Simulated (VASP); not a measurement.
Write the native input for VASP 6.6.1 that does the following.

```yaml
Task: single point
Functional: r2SCAN
Potentials_or_basis: VASP PAW PBE potentials, release 64 (Cd, S)
Cutoff: 520 eV
k_mesh: 8 × 8 × 8
Occupations: gaussian, width 0.02 eV
Spin: no spin polarisation
Dipole_correction: no
Further_INCAR_settings: ALGO = Normal; EDIFF = 1e-06; NBANDS = 16
```

The system is CdS.

```
Cd S
1.0
     0.00000    2.99693    2.99693
     2.99693    0.00000    2.99693
     2.99693    2.99693    0.00000
Cd S
1 1
Direct
  0.00000 0.00000 0.00000
  0.25000 0.25000 0.25000
```

One way to write it, as run:

POSCAR

```
CdS
1.0
    0.0000000000      2.9969275326      2.9969275326
    2.9969275326      0.0000000000      2.9969275326
    2.9969275326      2.9969275326      0.0000000000
Cd S
1 1
Direct
    0.0000000000      0.0000000000      0.0000000000
    0.2500000000      0.2500000000      0.2500000000
```

INCAR.step1

```
PREC = Accurate ; ENCUT = 520
ISMEAR = 0 ; SIGMA = 0.02
LREAL = False ; LASPH = True
NELM = 80 ; NBANDS = 16
GGA = PE ; ALGO = Normal
EDIFF = 1E-4 ; LWAVE = True
LCHARG = False
```

INCAR.step2

```
PREC = Accurate ; ENCUT = 520
EDIFF = 1E-6 ; ISMEAR = 0
SIGMA = 0.02 ; LREAL = False
LASPH = True ; NELM = 80
ALGO = Normal ; ISIF = 2
LWAVE = False ; LCHARG = True
METAGGA = R2SCAN ; LMIXTAU = True
LELF = True ; LVHAR = True
NBANDS = 16 ; ISTART = 1
```

KPOINTS

```
Automatic mesh
0
Gamma
  8 8 8
```

Potentials or basis: VASP PAW PBE potentials, release 64 (Cd, S).

Command:

```console
$ cat potpaw_PBE.64/Cd/POTCAR potpaw_PBE.64/S/POTCAR > POTCAR
$ cp INCAR.step1 INCAR
$ mpirun -np 1 vasp_std > vasp.out
$ cp INCAR.step2 INCAR
$ mpirun -np 1 vasp_std > vasp.out
```

Results of the run:

```json
{"Pressure": "-2.9 GPa", "Band gap on the k mesh": "1.40 eV"}
```

Caveat: the PAW data sets were made with another functional, which shifts forces and pressure a little.

It took 2.8 min on 1 thread of AMD EPYC 7R13, on a shared host, peak memory 0.17 GiB.
